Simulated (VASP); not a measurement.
# CdAgF4 (P4/mmm) in VASP: settings compared

Aim: see how the results for CdAgF4 move with the level of theory and the settings. Levels: PBE, r2SCAN. Tasks: single point.

Everything below comes from runs of VASP 6.6.1. Logs are shortened: lines on timing, memory, paths and dates and some standing lists are left out, and cuts for length are marked.

## (1) The cell of the first run

It takes space group P4/mmm (No. 123, tetragonal). The conventional cell has a = 3.886 Å, b = 3.886 Å, c = 5.454 Å, α = 90.00°, β = 90.00°, γ = 90.00°. Within 3.1 Å of Cd (site symmetry 4/mmm) lie 8 F at 2.37 Å. Ag (site symmetry 4/mmm) has 8 F at 2.38 Å within 3.1 Å. Within 3.1 Å of F (site symmetry 2mm) lie 2 Cd at 2.37 Å and 2 Ag at 2.38 Å and 6 F at 2.72 to 2.75 Å.

The cell was generated, and may not be a known phase.

## (2) Single point, PBE, collinear spin

Input file INCAR:

```
  ALGO = Normal
  EDIFF = 1E-6
  ENCUT = 520
  GGA = PE
  ISIF = 2
  ISMEAR = 0
  ISPIN = 2
  LASPH = T
  LCHARG = F
  LMAXMIX = 4
  LORBIT = 11
  LREAL = F
  LWAVE = F
  MAGMOM = 0 0.59 0.13 0.13 0.13 0.13
  NBANDS = 38
  NELM = 150
  PREC = Accurate
  SIGMA = 0.1
```

Input file KPOINTS:

```
k-points
0
Gamma
  4 4 4
```

Input file POSCAR:

```
CdAgF4
1.0
    3.8857450000      0.0000000000      0.0000000000
    0.0000000000      3.8857450000      0.0000000000
    0.0000000000      0.0000000000      5.4538640000
Cd Ag F
1 1 4
Direct
    0.0000000000      0.0000000000      0.0000000000
    0.5000000000      0.5000000000      0.5000000000
    0.5000000000      0.0000000000      0.7504710000
    0.0000000000      0.5000000000      0.2495290000
    0.5000000000      0.0000000000      0.2495290000
    0.0000000000      0.5000000000      0.7504710000
```

Potentials or basis: VASP PAW PBE potentials, release 64 (Cd, Ag, F).

Launch:

```
cat potpaw_PBE.64/Cd/POTCAR potpaw_PBE.64/Ag/POTCAR potpaw_PBE.64/F/POTCAR > POTCAR
mpirun -np 1 vasp_std > vasp.out
```

OUTCAR:

```text
EDIFF = 1E-6
   ENCUT = 520
   GGA = PE
   ISIF = 2
   ISMEAR = 0
   ISPIN = 2
   LASPH = T
   LORBIT = 11
   LREAL = F
   NELM = 150
   PREC = Accurate

 ion  position               nearest neighbor table
   1  0.000  0.000  0.000-   3 2.37   4 2.37   5 2.37   6 2.37   4 2.37   6 2.37   3 2.37   5 2.37

   2  0.500  0.500  0.500-   3 2.38   4 2.38   5 2.38   6 2.38   3 2.38   5 2.38   4 2.38   6 2.38

   3  0.500  0.000  0.750-   1 2.37   1 2.37   2 2.38   2 2.38
   4  0.000  0.500  0.250-   1 2.37   1 2.37   2 2.38   2 2.38
   5  0.500  0.000  0.250-   1 2.37   1 2.37   2 2.38   2 2.38
   6  0.000  0.500  0.750-   1 2.37   1 2.37   2 2.38   2 2.38

  LATTYP: Found a simple tetragonal cell.
 ALAT       =     3.8857450000
 C/A-ratio  =     1.4035568469

  Lattice vectors:

 A1 = (   3.8857450000,   0.0000000000,   0.0000000000)
 A2 = (   0.0000000000,   3.8857450000,   0.0000000000)
 A3 = (   0.0000000000,   0.0000000000,   5.4538640000)

Analysis of symmetry for initial positions (statically):
=====================================================================
 Subroutine PRICEL returns:
 Original cell was already a primitive cell.

 Routine SETGRP: Setting up the symmetry group for a
 simple tetragonal supercell.

 Subroutine GETGRP returns: Found 16 space group operations
 (whereof 16 operations were pure point group operations)
 out of a pool of 16 trial point group operations.

The static configuration has the point symmetry D_4h.

Analysis of symmetry for dynamics (positions and initial velocities):
=====================================================================
 Subroutine PRICEL returns:
 Original cell was already a primitive cell.

 Routine SETGRP: Setting up the symmetry group for a
 simple tetragonal supercell.

 Subroutine GETGRP returns: Found 16 space group operations
 (whereof 16 operations were pure point group operations)
 out of a pool of 16 trial point group operations.

The dynamic configuration has the point symmetry D_4h.

Analysis of structural, dynamic, and magnetic symmetry:
=====================================================================
 Subroutine PRICEL returns:
 Original cell was already a primitive cell.

 Routine SETGRP: Setting up the symmetry group for a
 simple tetragonal supercell.

 Subroutine GETGRP returns: Found 16 space group operations
 (whereof 16 operations were pure point group operations)
 out of a pool of 16 trial point group operations.

The overall configuration has the point symmetry D_4h.

 Subroutine INISYM returns: Found 16 space group operations
 (whereof 16 operations are pure point group operations),
 and found     1 'primitive' translations

----------------------------------------------------------------------------------------

                                     Primitive cell

  volume of cell :      82.3480

  direct lattice vectors                    reciprocal lattice vectors
     3.885745000  0.000000000  0.000000000     0.257350907  0.000000000  0.000000000
     0.000000000  3.885745000  0.000000000     0.000000000  0.257350907  0.000000000
     0.000000000  0.000000000  5.453864000     0.000000000  0.000000000  0.183356241

  length of vectors
     3.885745000  3.885745000  5.453864000     0.257350907  0.257350907  0.183356241

  position of ions in fractional coordinates (direct lattice)
     0.000000000  0.000000000  0.000000000
     0.500000000  0.500000000  0.500000000
     0.500000000  0.000000000  0.750471000
     0.000000000  0.500000000  0.249529000
     0.500000000  0.000000000  0.249529000
     0.000000000  0.500000000  0.750471000

  ion indices of the primitive-cell ions
   primitive index   ion index
                 1           1
                 2           2
                 3           3
                 4           4
                 5           5
                 6           6

----------------------------------------------------------------------------------------

[... 29 lines left out ...]
  0.250000  0.250000  0.000000      4.000000
  0.500000  0.250000  0.000000      4.000000
  0.500000  0.500000  0.000000      1.000000
[... 10 lines left out ...]
  0.500000  0.250000  0.500000      4.000000
  0.500000  0.500000  0.500000      1.000000
   k-points           NKPTS =     18   k-points in BZ     NKDIM =     18   number of bands    NBANDS=     38
   number of dos      NEDOS =    301   number of ions     NIONS =      6
   total plane-waves  NPLWV =  37800
   dimension x,y,z NGX =    30 NGY =   30 NGZ =   42
   dimension x,y,z NGXF=    60 NGYF=   60 NGZF=   84
   ions per type =               1   1   4
   NGX,Y,Z   is equivalent  to a cutoff of  12.84, 12.84, 12.80 a.u.
   NGXF,Y,Z  is equivalent  to a cutoff of  25.67, 25.67, 25.61 a.u.
 SYSTEM =  unknown system
   PREC   = accura    normal or accurate (medium, high low for compatibility)
   ISTART =      0    job   : 0-new  1-cont  2-samecut
   ICHARG =      2    charge: 1-file 2-atom 10-const
   ISPIN  =      2    spin polarized calculation?
   LNONCOLLINEAR =      F non collinear calculations
   LSORBIT =      F    spin-orbit coupling
   LASPH  =      T    aspherical Exc in radial PAW
   ENCUT  =  520.0 eV  38.22 Ry    6.18 a.u.   7.22  7.22 10.14*2*pi/ulx,y,z
   NELM   =    150;   NELMIN=  2; NELMDL= -5     # of ELM steps
   EDIFF  = 0.1E-05   stopping-criterion for ELM
   LREAL  =      F    real-space projection
   EDIFFG = 0.1E-04   stopping-criterion for IOM
   NSW    =      0    number of steps for IOM
   IBRION =     -1    ionic relax: 0-MD 1-quasi-New 2-CG
   NFREE  =      0    steps in history (QN), initial steepest desc. (CG)
   ISIF   =      2    stress and relaxation
   ISYM   =      2    0-nonsym 1-usesym 2-fastsym
   POTIM  = 0.5000    time-step for ionic-motion
   TEBEG  =    0.0;   TEEND  =   0.0 temperature during run
   PSTRESS=    0.0 pullay stress
   NELECT =      51.0000    total number of electrons
   NUPDOWN=      -1.0000    fix difference up-down
   EMIN   =  10.00;   EMAX   =-10.00  energy-range for DOS
   EFERMI =   0.00;   METHOD = LEGACY
   ISMEAR =     0;   SIGMA  =   0.10  broadening in eV -4-tet -1-fermi 0-gaus
   EFERMI_NEDOS =   21; number of points for ismear=-14 and -15
   IALGO  =     38    algorithm
   IMIX   =      4    mixing-type and parameters
     AMIX     =   0.40;   BMIX     =  1.00
     AMIX_MAG =   1.60;   BMIX_MAG =  1.00
  volume/ion in A,a.u.               =      13.72        92.62
  Fermi-wavevector in a.u.,A,eV,Ry     =   1.395449  2.637016 26.494319  1.947278
  Thomas-Fermi vector in A             =   2.518900
   LORBIT       =     11    0 simple, 1 ext, 2 COOP (PROOUT), +10 PAW based schemes
   GGA     = PE    functional components
   LHFCALC =     F    Hartree Fock is set to
   AEXX    =    0.0000 exact exchange contribution
   IVDW    =     0    specifies the selected vdW correction
   LEPSILON=     F    determine dielectric tensor
   LRPA    =     F    only Hartree local field effects (RPA)
 spin polarized calculation
 Gauss-broadening in eV      SIGMA  =   0.10
  energy-cutoff  :      520.00
  volume of cell :       82.35
 maximum number of plane-waves:      2232
 NGX is ok and might be reduce to    30
   NGX = 15   NGY = 15   NGZ = 21

 number of electron      51.0000019 magnetization       0.9999097

 Free energy of the ion-electron system (eV)
  ---------------------------------------------------
  ext. energy  EPLUGINS =         0.00000000
  ---------------------------------------------------
  free energy    TOTEN  =       -20.16959496 eV

  energy without entropy =      -20.14633446  energy(sigma->0) =      -20.15796471

 E-fermi :   0.2098     XC(G=0): -10.1392

 val. band max:        0.2093169494   @ k =   0.2500   0.2500   0.5000
 cond. band min:       0.2353657129   @ k =   0.2500   0.0000   0.5000
 fundamental gap:      0.0260487635
 Fermi energy:         0.2097617342

 spin component 1

 k-point     1 :       0.0000    0.0000    0.0000
  band No.  band energies     occupation
      1     -21.4172      1.00000
      2     -21.0187      1.00000
      3     -20.8090      1.00000
      4     -20.4924      1.00000
      5      -5.9773      1.00000
      6      -5.9773      1.00000
[... 709 lines left out ...]
     36      16.1369      0.00000
     37      18.3337      0.00000
 Fermi energy:         0.2097617342

 spin component 2

 k-point     1 :       0.0000    0.0000    0.0000
  band No.  band energies     occupation
      1     -21.2216      1.00000
      2     -20.8152      1.00000
      3     -20.6026      1.00000
      4     -20.2804      1.00000
      5      -5.9452      1.00000
      6      -5.9452      1.00000
[... 709 lines left out ...]
     36      16.2354      0.00000
     37      18.3406      0.00000
 [bands above 37 left out]

------------------------ aborting loop because EDIFF is reached ----------------------------------------

  FORCE on cell =-STRESS in cart. coord.  units (eV):
  Direction    XX          YY          ZZ          XY          YZ          ZX
  --------------------------------------------------------------------------------------
  -------------------------------------------------------------------------------------
  Total        0.0325609      0.0325609      0.0037795      0.0000000      0.0000000      0.0000000
  in kB        0.6335105      0.6335105      0.0735352      0.0000000      0.0000000      0.0000000
  external PRESSURE =       0.4468521 kB  Pullay stress =       0.0000000 kB

 VOLUME and BASIS-vectors are now :
 -----------------------------------------------------------------------------
  energy-cutoff  :      520.00
  volume of cell :       82.35
      direct lattice vectors                 reciprocal lattice vectors
     3.885745000  0.000000000  0.000000000     0.257350907  0.000000000  0.000000000
     0.000000000  3.885745000  0.000000000     0.000000000  0.257350907  0.000000000
     0.000000000  0.000000000  5.453864000     0.000000000  0.000000000  0.183356241

 POSITION                                       TOTAL-FORCE (eV/Angst)
 -----------------------------------------------------------------------------------
      0.00000      0.00000      0.00000        -0.000000     -0.000000      0.000000
      1.94287      1.94287      2.72693        -0.000000     -0.000000      0.000000
      1.94287      0.00000      4.09297        -0.000000     -0.000000     -0.032429
      0.00000      1.94287      1.36090         0.000000      0.000000      0.032429
      1.94287      0.00000      1.36090         0.000000     -0.000000      0.032429
      0.00000      1.94287      4.09297        -0.000000      0.000000     -0.032429
 -----------------------------------------------------------------------------------
    total drift:                                0.000000      0.000000     -0.000000

  FREE ENERGIE OF THE ION-ELECTRON SYSTEM (eV)
  ---------------------------------------------------
  free  energy   TOTEN  =       -20.1695949585 eV

  energy  without entropy=      -20.1463344597  energy(sigma->0) =      -20.15796471

 total charge

# of ion       s       p       d       tot
------------------------------------------
    1        0.223   0.177   9.676  10.077
    2        0.188   0.178   9.056   9.422
    3        1.743   4.297   0.000   6.040
    4        1.743   4.297   0.000   6.040
    5        1.743   4.297   0.000   6.040
    6        1.743   4.297   0.000   6.040
--------------------------------------------------
tot          7.381  17.544  18.732  43.657

 magnetization (x)

# of ion       s       p       d       tot
------------------------------------------
    1       -0.003  -0.002   0.004  -0.001
    2       -0.003  -0.003   0.548   0.542
    3        0.001   0.109   0.000   0.109
    4        0.001   0.109   0.000   0.109
    5        0.001   0.109   0.000   0.109
    6        0.001   0.109   0.000   0.109
--------------------------------------------------
tot         -0.003   0.430   0.552   0.978
```

Run time: 58 s. Hardware: 1 thread of AMD EPYC 9R45 (Zen 5), shared host; peak memory 0.24 GiB.

Results:

```
Free energy                                           : -20.1696 eV
Pressure                                              : 0.0 GPa
Largest force                                         : 0.032 eV/Å
Band gap on the k mesh                                : zero (filled and empty bands overlap)
Net moment                                            : 1.00 μB per cell
Site moments                                          : Cd -0.00; Ag +0.54; F +0.11 μB
Valence electrons inside the program's atomic spheres : Cd 10.08; Ag 9.42; F 6.04
```

Forces in eV/Å, atoms in the order of the input:
```
Cd   0.000  0.000  0.000
Ag   0.000  0.000  0.000
F    0.000  0.000 -0.032
F    0.000  0.000  0.032
F    0.000  0.000  0.032
F    0.000  0.000 -0.032
```

Caveat: the k points lie up to 0.40 Å⁻¹ apart.

## (3) Single point, r2SCAN

POSCAR is that of step 2.

Input file INCAR.step1:

```
SYSTEM = CdAgF4
ALGO = Normal
EDIFF = 1E-4
ENCUT = 520
GGA = PE
ISMEAR = 0
LASPH = .TRUE.
LCHARG = .FALSE.
LREAL = .FALSE.
LWAVE = .TRUE.
NBANDS = 34
NELM = 80
PREC = Accurate
SIGMA = 0.1
```

Input file INCAR.step2:

```
SYSTEM = CdAgF4
ALGO = Normal
EDIFF = 1E-6
ENCUT = 520
ISIF = 2
ISMEAR = 0
ISTART = 1
LASPH = .TRUE.
LCHARG = .TRUE.
LELF = .TRUE.
LMIXTAU = .TRUE.
LREAL = .FALSE.
LVHAR = .TRUE.
LWAVE = .FALSE.
METAGGA = R2SCAN
NBANDS = 34
NELM = 80
PREC = Accurate
SIGMA = 0.1
```

Input file KPOINTS:

```
k-points
0
G
  10 10 8
  0 0 0
```

Potentials or basis: VASP PAW PBE potentials, release 64 (Cd, Ag, F).

Launch:

```
cat potpaw_PBE.64/Cd/POTCAR potpaw_PBE.64/Ag/POTCAR potpaw_PBE.64/F/POTCAR > POTCAR
cp INCAR.step1 INCAR
mpirun -np 1 vasp_std > vasp.out
cp INCAR.step2 INCAR
mpirun -np 1 vasp_std > vasp.out
```

Wall time 8.8 min (1 thread of AMD EPYC 9R45 (Zen 5), shared host); peak memory 0.36 GiB.

The run converged. Its results:

| Property | Result |
| --- | --- |
| Free energy | -64.5358 eV |
| Pressure | -4.8 GPa |
| Largest force | 0.034 eV/Å |
| Band gap on the k mesh | zero (an odd number of electrons rules out a gap without spin polarisation) |

Forces on the atoms (eV/Å):
```
Cd   0.000  0.000  0.000
Ag   0.000  0.000  0.000
F    0.000  0.000 -0.034
F    0.000  0.000  0.034
F    0.000  0.000  0.034
F    0.000  0.000 -0.034
```

Stress tensor (GPa, compression positive):
```
-4.77  0.00  0.00
 0.00 -4.77  0.00
 0.00  0.00 -4.85
```

Levels at points of the mesh, in eV from the Fermi level:
| k point | band 22 | band 23 | band 24 | band 25 | band 26 | band 27 | band 28 | band 29 | band 30 | band 31 |
| --- | --- | --- | --- | --- | --- | --- | --- | --- | --- | --- |
| (0.00, 0.00, 0.00) | -1.25 | -1.25 | -0.15 | 0.11 | 0.11 | 3.13 | 8.28 | 9.69 | 11.47 | 12.81 |
| (0.50, 0.00, 0.00) | -1.31 | -1.31 | -0.54 | -0.45 | 0.09 | 6.22 | 7.18 | 10.29 | 10.33 | 12.28 |
| (0.50, 0.50, 0.00) | -1.45 | -1.11 | -0.41 | -0.41 | -0.03 | 7.49 | 9.00 | 9.75 | 9.75 | 11.28 |
| (0.00, 0.00, 0.50) | -1.32 | -1.32 | -0.01 | -0.01 | -0.01 | 4.83 | 5.71 | 10.64 | 10.83 | 13.18 |
| (0.50, 0.00, 0.50) | -1.78 | -0.88 | -0.57 | -0.02 | 0.05 | 6.61 | 7.93 | 8.69 | 8.98 | 14.12 |
| (0.50, 0.50, 0.50) | -1.28 | -1.03 | -1.03 | -1.03 | 0.03 | 7.52 | 9.04 | 10.85 | 11.17 | 11.34 |

Caveat: the cell stands under tension; the PAW data sets were made with another functional, which shifts forces and pressure a little; an odd number of electrons without spin polarisation forces a metal; a magnetic or distorted state may lie lower.

The gap in the log of VASP goes by the Fermi energy; the results here count the filled bands.